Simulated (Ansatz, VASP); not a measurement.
## One calculation of SnS, two programs

```xyz
8
Lattice="11.1476 0.0000 0.0000 0.0000 3.9987 0.0000 0.0000 0.0000 4.2635" Properties=species:S:1:pos:R:3 pbc="T T T"
Sn    1.3186    0.9997    0.4795
Sn    4.2552    2.9990    2.6113
Sn    6.8924    0.9997    1.6522
Sn    9.8290    2.9990    3.7840
S     9.5087    0.9997    2.0246
S     7.2127    2.9990    4.1564
S     3.9349    0.9997    0.1071
S     1.6389    2.9990    2.2389
```

Alike in both runs: functional PBE; dispersion D3(BJ); k mesh 4 × 8 × 8; no spin polarisation.

Ansatz relaxed the structure, and its values are those at the end. VASP's run is a single point on that final structure, the one shown.

|  | VASP | Ansatz |
| --- | --- | --- |
| version | VASP 6.6.1 | Ansatz 0.2.0 |
| potentials or method | VASP PAW PBE potentials, release 64 (Sn_d, S) | scalar-relativistic, plane waves, PAW |
| plane-wave cutoff (eV) | 500 | 420 |
| occupations | gaussian, width 0.01 eV | fixed |
| valence electrons in the cell | 80 | 80 |

Ansatz gave:

- gap on the k mesh at the Fermi level (eV): 0.85
- least direct gap on the mesh (eV): 1.21
- pressure (GPa): 0.0
- rms of the force components (eV/Å): 0.000

Problem. Estimate VASP's values.

Solution. gap on the k mesh at the Fermi level (eV): 0.85; least direct gap on the mesh (eV): 1.20; pressure (GPa): -0.1; rms of the force components (eV/Å): 0.003.
